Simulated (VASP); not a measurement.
Here is a VASP 6.6.1 calculation.

INCAR

```
SYSTEM = CO2
  ALGO = Normal
  EDIFF = 1E-6
  ENCUT = 600
  GGA = PE
  GGA_COMPAT = .False.
  ISIF = 2
  ISMEAR = -1
  LASPH = .True.
  LCHARG = .False.
  LREAL = .False.
  LWAVE = .False.
  NBANDS = 15
  NELM = 120
  PREC = Accurate
  SIGMA = 0.1
```

The input KPOINTS:

```
k-points
0
Gamma
  13 13 13
  0 0 0
```

POSCAR

```
CO2
1.0
    0.0000000000      2.1318670000      2.1318670000
    2.1318670000      0.0000000000      2.1318670000
    2.1318670000      2.1318670000      0.0000000000
C O
1 2
Direct
    0.0000000000      0.0000000000      0.0000000000
    0.2500000000      0.2500000000      0.2500000000
    0.7500000000      0.7500000000      0.7500000000
```

Potentials or basis: VASP PAW PBE potentials, release 64 (C, O).

Launch:

```bash
$ cat potpaw_PBE.64/C/POTCAR potpaw_PBE.64/O/POTCAR > POTCAR
$ mpirun -np 1 vasp_std > vasp.out
```

What does it give for the pressure?

38.6 GPa.

Estimate the band gap on the k mesh.

zero (bands 8 and 9 overlap by 3.57 eV).

Caveat: the cell stands under pressure.
